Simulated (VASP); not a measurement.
Write the native input for VASP 6.6.1 that does the following.

```yaml
Task: single point
Functional: r2SCAN
Potentials_or_basis: VASP PAW PBE potentials, release 64 (Ga_d, N_h)
Cutoff: 1460 eV
k_mesh: 10 × 10 × 10
Occupations: gaussian, width 0.05 eV
Spin: no spin polarisation
Dipole_correction: no
Further_INCAR_settings: ALGO = Normal; EDIFF = 1e-06; NBANDS = 16
```

GaN:

```
CELL_PARAMETERS angstrom
0.00000 2.24894 2.24894
2.24894 0.00000 2.24894
2.24894 2.24894 0.00000
ATOMIC_POSITIONS crystal
Ga 0.00000 0.00000 0.00000
N 0.77888 0.74037 0.74037
```

This cell differs from its parent crystal: all N atoms moved -0.075 Å, as atom 2 towards its neighbour atom 1 (Ga) at 1.948 Å.

One way to write it, as run:

POSCAR

```
GaN
1.0
    0.0000000000      2.2489367673      2.2489367673
    2.2489367673      0.0000000000      2.2489367673
    2.2489367673      2.2489367673      0.0000000000
Ga N
1 1
Direct
    0.0000000000      0.0000000000      0.0000000000
    0.7788811612      0.7403729463      0.7403729463
```

INCAR.step1

```
SYSTEM = GaN
ALGO = Normal ; EDIFF = 1E-5
ENCUT = 1460 ; GGA = PE
GGA_COMPAT = .False. ; ISMEAR = 0
LASPH = .True. ; LCHARG = .False.
LREAL = .False. ; LWAVE = .True.
NBANDS = 16 ; NELM = 120
PREC = Accurate ; SIGMA = 0.05
```

INCAR.step2

```
SYSTEM = GaN
ALGO = Normal ; EDIFF = 1E-6
ENCUT = 1460 ; GGA_COMPAT = .False.
ISIF = 2 ; ISMEAR = 0
ISTART = 1 ; LASPH = .True.
LCHARG = .True. ; LELF = .True.
LMIXTAU = .True. ; LREAL = .False.
LVHAR = .True. ; LWAVE = .False.
METAGGA = R2SCAN ; NBANDS = 16
NELM = 120 ; PREC = Accurate
SIGMA = 0.05
```

KPOINTS

```
k-points
0
Gamma
  10 10 10
  0 0 0
```

Potentials or basis: VASP PAW PBE potentials, release 64 (Ga_d, N_h).

Command:

```bash
$ cat potpaw_PBE.64/Ga_d/POTCAR potpaw_PBE.64/N_h/POTCAR > POTCAR
$ cp INCAR.step1 INCAR
$ mpirun -np 1 vasp_std > vasp.out
$ cp INCAR.step2 INCAR
$ mpirun -np 1 vasp_std > vasp.out
```

It gave:

* Pressure: 1.6 GPa
* Largest force: 0.806 eV/Å
* Band gap on the k mesh: 2.01 eV

Caveat: the cell differs from its parent crystal (all N atoms moved -0.075 Å, as atom 2 towards its neighbour atom 1 (Ga) at 1.948 Å); the PAW data sets were made with another functional, which shifts forces and pressure a little.

Run time: 4.4 min on 1 thread of Intel(R) Xeon(R) 6975P-C (Granite Rapids), with other jobs on the host, peak memory 0.41 GiB.
